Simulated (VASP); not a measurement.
# Ga2O3 (R-3c) in VASP: single point with PBE

Aim: the single point of Ga2O3 with PBE.

All numbers are computed with VASP 6.6.1; they aren't measurements. Logs are shortened: lines on timing, memory, paths and dates and some standing lists are left out, and cuts for length are marked.

**1. The cell of the first run**

The structure is trigonal, space group R-3c (No. 167). The conventional cell has a = 5.058 Å, b = 5.058 Å, c = 13.624 Å, α = 90.00°, β = 90.00°, γ = 120.00°. Ga (site symmetry 3) has 6 O at 1.95 to 2.11 Å within 2.6 Å. O (site symmetry 2) has 4 Ga at 1.95 to 2.11 Å and 8 O at 2.66 to 2.88 Å within 2.9 Å.

**2. Single point, PBE**

INCAR

```
SYSTEM = Ga2O3
  PREC = Accurate
  ENCUT = 520
  EDIFF = 1E-6
  ISMEAR = -1
  SIGMA = 0.01
  LREAL = Auto
  LASPH = .True.
  NELM = 100
  ALGO = Normal
  ISIF = 2
  LWAVE = .False.
  LCHARG = .False.
  GGA = PE
  NBANDS = 398
```

KPOINTS

```
regular mesh
0
Gamma
  1 1 1
  0 0 0
```

POSCAR

```
Ga2O3
1.0
    5.0579508907      2.9202093421      9.0826160115
   -5.0579508907      2.9202093421      9.0826160115
    0.0000000000     -5.8404185828      9.0826160441
Ga O
32 48
Direct
    0.4278944599      0.4278944599      0.4278944599
    0.3221055401      0.3221055401      0.3221055401
    0.0721055401      0.0721055401      0.0721055401
    0.1778944599      0.1778944599      0.1778944599
    0.4278944599      0.4278944599      0.9278944599
    0.3221055401      0.3221055401      0.8221055401
    0.0721055401      0.0721055401      0.5721055401
    0.1778944599      0.1778944599      0.6778944599
    0.4278944599      0.9278944599      0.4278944599
    0.3221055401      0.8221055401      0.3221055401
    0.0721055401      0.5721055401      0.0721055401
    0.1778944599      0.6778944599      0.1778944599
    0.4278944599      0.9278944599      0.9278944599
    0.3221055401      0.8221055401      0.8221055401
    0.0721055401      0.5721055401      0.5721055401
    0.1778944599      0.6778944599      0.6778944599
    0.9278944599      0.4278944599      0.4278944599
    0.8221055401      0.3221055401      0.3221055401
    0.5721055401      0.0721055401      0.0721055401
    0.6778944599      0.1778944599      0.1778944599
    0.9278944599      0.4278944599      0.9278944599
    0.8221055401      0.3221055401      0.8221055401
    0.5721055401      0.0721055401      0.5721055401
    0.6778944599      0.1778944599      0.6778944599
    0.9278944599      0.9278944599      0.4278944599
    0.8221055401      0.8221055401      0.3221055401
    0.5721055401      0.5721055401      0.0721055401
    0.6778944599      0.6778944599      0.1778944599
    0.9278944599      0.9278944599      0.9278944599
    0.8221055401      0.8221055401      0.8221055401
    0.5721055401      0.5721055401      0.5721055401
    0.6778944599      0.6778944599      0.6778944599
    0.3750000000      0.2231202010      0.0268797990
    0.2231202010      0.0268797990      0.3750000000
    0.0268797990      0.3750000000      0.2231202010
    0.1250000000      0.2768797990      0.4731202010
    0.4731202010      0.1250000000      0.2768797990
    0.2768797990      0.4731202010      0.1250000000
    0.3750000000      0.2231202010      0.5268797990
    0.2231202010      0.0268797990      0.8750000000
    0.0268797990      0.3750000000      0.7231202010
    0.1250000000      0.2768797990      0.9731202010
    0.4731202010      0.1250000000      0.7768797990
    0.2768797990      0.4731202010      0.6250000000
    0.3750000000      0.7231202010      0.0268797990
    0.2231202010      0.5268797990      0.3750000000
    0.0268797990      0.8750000000      0.2231202010
    0.1250000000      0.7768797990      0.4731202010
    0.4731202010      0.6250000000      0.2768797990
    0.2768797990      0.9731202010      0.1250000000
    0.3750000000      0.7231202010      0.5268797990
    0.2231202010      0.5268797990      0.8750000000
    0.0268797990      0.8750000000      0.7231202010
    0.1250000000      0.7768797990      0.9731202010
    0.4731202010      0.6250000000      0.7768797990
    0.2768797990      0.9731202010      0.6250000000
    0.8750000000      0.2231202010      0.0268797990
    0.7231202010      0.0268797990      0.3750000000
    0.5268797990      0.3750000000      0.2231202010
    0.6250000000      0.2768797990      0.4731202010
    0.9731202010      0.1250000000      0.2768797990
    0.7768797990      0.4731202010      0.1250000000
    0.8750000000      0.2231202010      0.5268797990
    0.7231202010      0.0268797990      0.8750000000
    0.5268797990      0.3750000000      0.7231202010
    0.6250000000      0.2768797990      0.9731202010
    0.9731202010      0.1250000000      0.7768797990
    0.7768797990      0.4731202010      0.6250000000
    0.8750000000      0.7231202010      0.0268797990
    0.7231202010      0.5268797990      0.3750000000
    0.5268797990      0.8750000000      0.2231202010
    0.6250000000      0.7768797990      0.4731202010
    0.9731202010      0.6250000000      0.2768797990
    0.7768797990      0.9731202010      0.1250000000
    0.8750000000      0.7231202010      0.5268797990
    0.7231202010      0.5268797990      0.8750000000
    0.5268797990      0.8750000000      0.7231202010
    0.6250000000      0.7768797990      0.9731202010
    0.9731202010      0.6250000000      0.7768797990
    0.7768797990      0.9731202010      0.6250000000
```

Potentials or basis: VASP PAW PBE potentials, release 64 (Ga_d, O).

The run is started by

```sh
$ cat potpaw_PBE.64/Ga_d/POTCAR potpaw_PBE.64/O/POTCAR > POTCAR
$ mpirun -np 1 vasp_gam > vasp.out
```

OUTCAR:

```text
SYSTEM = Ga2O3
   PREC = Accurate
   ENCUT = 520
   EDIFF = 1E-6
   ISMEAR = -1
   LREAL = Auto
   LASPH = .True.
   NELM = 100
   ISIF = 2
   GGA = PE

 ion  position               nearest neighbor table
   1  0.428  0.428  0.428-  60 1.95  44 1.95  49 1.95  46 2.11  59 2.11  39 2.11   2 2.88
   2  0.322  0.322  0.322-  37 1.95  38 1.95  36 1.95  46 2.11  39 2.11  59 2.11   1 2.88
   3  0.072  0.072  0.072-  57 1.95  40 1.95  47 1.95  50 2.11  61 2.11  42 2.11   4 2.88
   4  0.178  0.178  0.178-  35 1.95  34 1.95  33 1.95  50 2.11  42 2.11  61 2.11   3 2.88
   5  0.428  0.428  0.928-  66 1.95  38 1.95  55 1.95  52 2.11  65 2.11  33 2.11   6 2.88
   6  0.322  0.322  0.822-  43 1.95  44 1.95  42 1.95  52 2.11  33 2.11  65 2.11   5 2.88
[... 81 lines left out ...]
 A1 = (   5.0579508907,   2.9202093421,   9.0826160115)
 A2 = (  -5.0579508907,   2.9202093421,   9.0826160115)
 A3 = (   0.0000000000,  -5.8404185828,   9.0826160441)

Analysis of symmetry for initial positions (statically):
=====================================================================
 Subroutine PRICEL returns following result:

  LATTYP: Found a trigonal (rhomboedric) cell.
 ALAT       =     5.3991759424
 COS(alpha) =     0.5612023824

  Lattice vectors:

 A1 = (   2.5289754453,   1.4601046711,   4.5413080058)
 A2 = (  -2.5289754453,   1.4601046711,   4.5413080058)
 A3 = (   0.0000000000,  -2.9202092914,   4.5413080220)

   8 primitive cells build up your supercell.

 Routine SETGRP: Setting up the symmetry group for a
 trigonal (rhombohedral) supercell.

 Subroutine GETGRP returns: Found 12 space group operations
 (whereof  6 operations were pure point group operations)
 out of a pool of 12 trial point group operations.

The static configuration has the point symmetry S_6 .
 The point group associated with its full space group is D_3d.

Analysis of symmetry for dynamics (positions and initial velocities):
=====================================================================
 Subroutine PRICEL returns following result:

  LATTYP: Found a trigonal (rhomboedric) cell.
 ALAT       =     5.3991759424
 COS(alpha) =     0.5612023824

  Lattice vectors:

 A1 = (   2.5289754453,   1.4601046711,   4.5413080058)
 A2 = (  -2.5289754453,   1.4601046711,   4.5413080058)
 A3 = (   0.0000000000,  -2.9202092914,   4.5413080220)

   8 primitive cells build up your supercell.

 Routine SETGRP: Setting up the symmetry group for a
 trigonal (rhombohedral) supercell.

 Subroutine GETGRP returns: Found 12 space group operations
 (whereof  6 operations were pure point group operations)
 out of a pool of 12 trial point group operations.

The dynamic configuration has the point symmetry S_6 .
 The point group associated with its full space group is D_3d.

 Subroutine INISYM returns: Found 12 space group operations
 (whereof  6 operations are pure point group operations),
 and found     8 'primitive' translations

----------------------------------------------------------------------------------------

                                     Primitive cell

  volume of cell :     100.6146

  direct lattice vectors                    reciprocal lattice vectors
     2.528975445  1.460104671  4.541308006     0.197708523  0.114147069  0.073400291
    -2.528975445  1.460104671  4.541308006    -0.197708523  0.114147069  0.073400291
     0.000000000 -2.920209291  4.541308022     0.000000000 -0.228294138  0.073400293

  length of vectors
     5.399175942  5.399175942  5.399175942     0.239803704  0.239803704  0.239803704
[... 27 lines left out ...]

 KPOINTS: regular mesh

Automatic generation of k-mesh.
 Grid dimensions read from file:
 generate k-points for:    1    1    1

 Generating k-lattice:

  Cartesian coordinates                     Fractional coordinates (reciprocal lattice)
     0.098854261  0.057073535  0.036700146     1.000000000  0.000000000 -0.000000000
    -0.098854261  0.057073535  0.036700146     0.000000000  1.000000000 -0.000000000
     0.000000000 -0.114147069  0.036700146     0.000000000  0.000000000  1.000000000

  Length of vectors
     0.119901852  0.119901852  0.119901852

  Shift w.r.t. Gamma in fractional coordinates (k-lattice)
     0.000000000  0.000000000  0.000000000

 Subroutine IBZKPT returns following result:
 ===========================================

 Found      1 irreducible k-points:

 Following reciprocal coordinates:
            Coordinates               Weight
  0.000000  0.000000  0.000000      1.000000
   k-points           NKPTS =      1   k-points in BZ     NKDIM =      1   number of bands    NBANDS=    398
   number of dos      NEDOS =    301   number of ions     NIONS =     80
   total plane-waves  NPLWV = 512000
   dimension x,y,z NGX =    80 NGY =   80 NGZ =   80
   dimension x,y,z NGXF=   160 NGYF=  160 NGZF=  160
   ions per type =              32  48
   NGX,Y,Z   is equivalent  to a cutoff of  12.32, 12.32, 12.32 a.u.
   NGXF,Y,Z  is equivalent  to a cutoff of  24.63, 24.63, 24.63 a.u.
 SYSTEM =  Ga2O3
   PREC   = accura    normal or accurate (medium, high low for compatibility)
   ISTART =      0    job   : 0-new  1-cont  2-samecut
   ICHARG =      2    charge: 1-file 2-atom 10-const
   ISPIN  =      1    spin polarized calculation?
   LNONCOLLINEAR =      F non collinear calculations
   LSORBIT =      F    spin-orbit coupling
   LASPH  =      T    aspherical Exc in radial PAW
   ENCUT  =  520.0 eV  38.22 Ry    6.18 a.u.  20.08 20.08 20.08*2*pi/ulx,y,z
   NELM   =    100;   NELMIN=  2; NELMDL= -5     # of ELM steps
   EDIFF  = 0.1E-05   stopping-criterion for ELM
   LREAL  =      T    real-space projection
   EDIFFG = 0.1E-04   stopping-criterion for IOM
   NSW    =      0    number of steps for IOM
   IBRION =     -1    ionic relax: 0-MD 1-quasi-New 2-CG
   NFREE  =      0    steps in history (QN), initial steepest desc. (CG)
   ISIF   =      2    stress and relaxation
   ISYM   =      2    0-nonsym 1-usesym 2-fastsym
   POTIM  = 0.5000    time-step for ionic-motion
   TEBEG  =    0.0;   TEEND  =   0.0 temperature during run
   PSTRESS=    0.0 pullay stress
   NELECT =     704.0000    total number of electrons
   NUPDOWN=      -1.0000    fix difference up-down
   EMIN   =  10.00;   EMAX   =-10.00  energy-range for DOS
   EFERMI =   0.00;   METHOD = LEGACY
   ISMEAR =    -1;   SIGMA  =   0.01  broadening in eV -4-tet -1-fermi 0-gaus
   EFERMI_NEDOS =   21; number of points for ismear=-14 and -15
   IALGO  =     38    algorithm
   IMIX   =      4    mixing-type and parameters
     AMIX     =   0.40;   BMIX     =  1.00
     AMIX_MAG =   1.60;   BMIX_MAG =  1.00
  volume/ion in A,a.u.               =      10.06        67.90
  Fermi-wavevector in a.u.,A,eV,Ry     =   1.565605  2.958564 33.349487  2.451118
  Thomas-Fermi vector in A             =   2.668056
   LORBIT       =      0    0 simple, 1 ext, 2 COOP (PROOUT), +10 PAW based schemes
   GGA     = PE    functional components
[... 5 lines left out ...]
 non-spin polarized calculation
  energy-cutoff  :      520.00
  volume of cell :      804.92
 maximum number of plane-waves:     10826
   NGX = 41   NGY = 41   NGZ = 41

 number of electron     704.0000069 magnetization

 Free energy of the ion-electron system (eV)
  ---------------------------------------------------
  ext. energy  EPLUGINS =         0.00000000
  ---------------------------------------------------
  free energy    TOTEN  =      -474.22059681 eV

  energy without entropy =     -474.22059681  energy(sigma->0) =     -474.22059681

 E-fermi :   4.3042     XC(G=0): -11.9587

 val. band max:        3.9733942083   @ k =   0.0000   0.0000   0.0000
 cond. band min:       6.4994487719   @ k =   0.0000   0.0000   0.0000
 fundamental gap:      2.5260545636
 Fermi energy:         4.3041947752

 k-point     1 :       0.0000    0.0000    0.0000
  band No.  band energies     occupation
      1     -14.5639      2.00000
      2     -13.7334      2.00000
      3     -13.7334      2.00000
      4     -13.7133      2.00000
      5     -13.7133      2.00000
      6     -13.7133      2.00000
[... 356 lines left out ...]
    363      10.2308      0.00000
    364      10.2308      0.00000
 [bands above 364 left out]

------------------------ aborting loop because EDIFF is reached ----------------------------------------

  FORCE on cell =-STRESS in cart. coord.  units (eV):
  Direction    XX          YY          ZZ          XY          YZ          ZX
  --------------------------------------------------------------------------------------
  -------------------------------------------------------------------------------------
  Total        3.0787994      3.0787994      0.1693931      0.0000000     -0.0000000     -0.0000000
  in kB        6.1283164      6.1283164      0.3371751      0.0000000     -0.0000000     -0.0000000
  external PRESSURE =       4.1979359 kB  Pullay stress =       0.0000000 kB

 VOLUME and BASIS-vectors are now :
 -----------------------------------------------------------------------------
  energy-cutoff  :      520.00
  volume of cell :      804.92
      direct lattice vectors                 reciprocal lattice vectors
     5.057950891  2.920209342  9.082616012     0.098854261  0.057073535  0.036700146
    -5.057950891  2.920209342  9.082616012    -0.098854261  0.057073535  0.036700146
     0.000000000 -5.840418583  9.082616044     0.000000000 -0.114147069  0.036700146

 POSITION                                       TOTAL-FORCE (eV/Angst)
 -----------------------------------------------------------------------------------
      0.00000      0.00000     11.65920         0.000000      0.000000      0.010455
      0.00000      0.00000      8.77668         0.000000     -0.000000     -0.010455
      0.00000      0.00000      1.96472         0.000000     -0.000000     -0.010455
      0.00000      0.00000      4.84724         0.000000      0.000000      0.010455
      0.00000     -2.92021     16.20051         0.000000      0.000000      0.010455
      0.00000     -2.92021     13.31799         0.000000     -0.000000     -0.010455
[... 72 lines left out ...]
      1.76077      0.12954     21.57121         0.001384      0.002396     -0.000000
     -0.99257      1.46010     21.57121        -0.002767      0.000000      0.000000
 -----------------------------------------------------------------------------------
    total drift:                               -0.000000      0.000000     -0.000000

  FREE ENERGIE OF THE ION-ELECTRON SYSTEM (eV)
  ---------------------------------------------------
  free  energy   TOTEN  =      -474.2205968135 eV

  energy  without entropy=     -474.2205968135  energy(sigma->0) =     -474.22059681
```

It took 24 min on 1 thread of Intel Xeon 8259CL, shared host; peak memory 0.96 GiB.

Results:

* Free energy: -474.2206 eV
* Pressure: 0.4 GPa
* Largest force: 0.010 eV/Å
* Band gap on the k mesh: 2.53 eV

Forces on the atoms (eV/Å):
```
Ga   0.000  0.000  0.010
Ga   0.000  0.000 -0.010
Ga   0.000  0.000 -0.010
Ga   0.000  0.000  0.010
Ga   0.000  0.000  0.010
Ga   0.000  0.000 -0.010
Ga   0.000  0.000 -0.010
Ga   0.000  0.000  0.010
Ga   0.000  0.000  0.010
Ga   0.000  0.000 -0.010
Ga   0.000  0.000 -0.010
Ga   0.000  0.000  0.010
Ga   0.000  0.000  0.010
Ga   0.000  0.000 -0.010
Ga   0.000  0.000 -0.010
Ga   0.000  0.000  0.010
Ga   0.000  0.000  0.010
Ga   0.000  0.000 -0.010
Ga   0.000  0.000 -0.010
Ga   0.000  0.000  0.010
Ga   0.000  0.000  0.010
Ga   0.000  0.000 -0.010
Ga   0.000  0.000 -0.010
Ga   0.000  0.000  0.010
Ga   0.000  0.000  0.010
Ga   0.000  0.000 -0.010
Ga   0.000  0.000 -0.010
Ga   0.000  0.000  0.010
Ga   0.000  0.000  0.010
Ga   0.000  0.000 -0.010
Ga   0.000  0.000 -0.010
Ga   0.000  0.000  0.010
O   -0.001  0.002  0.000
O    0.003  0.000  0.000
O   -0.001 -0.002  0.000
O    0.001 -0.002  0.000
O    0.001  0.002  0.000
O   -0.003  0.000  0.000
O   -0.001  0.002  0.000
O    0.003  0.000  0.000
O   -0.001 -0.002  0.000
O    0.001 -0.002  0.000
O    0.001  0.002  0.000
O   -0.003  0.000  0.000
O   -0.001  0.002  0.000
O    0.003  0.000  0.000
O   -0.001 -0.002  0.000
O    0.001 -0.002  0.000
O    0.001  0.002  0.000
O   -0.003  0.000  0.000
O   -0.001  0.002  0.000
O    0.003  0.000  0.000
O   -0.001 -0.002  0.000
O    0.001 -0.002  0.000
O    0.001  0.002  0.000
O   -0.003  0.000  0.000
O   -0.001  0.002  0.000
O    0.003  0.000  0.000
O   -0.001 -0.002  0.000
O    0.001 -0.002  0.000
O    0.001  0.002  0.000
O   -0.003  0.000  0.000
O   -0.001  0.002  0.000
O    0.003  0.000  0.000
O   -0.001 -0.002  0.000
O    0.001 -0.002  0.000
O    0.001  0.002  0.000
O   -0.003  0.000  0.000
O   -0.001  0.002  0.000
O    0.003  0.000  0.000
O   -0.001 -0.002  0.000
O    0.001 -0.002  0.000
O    0.001  0.002  0.000
O   -0.003  0.000  0.000
O   -0.001  0.002  0.000
O    0.003  0.000  0.000
O   -0.001 -0.002  0.000
O    0.001 -0.002  0.000
O    0.001  0.002  0.000
O   -0.003  0.000  0.000
```

Caveat: the k points lie up to 0.75 Å⁻¹ apart; an odd mesh through Γ misses points on the zone boundary, where band edges can lie.
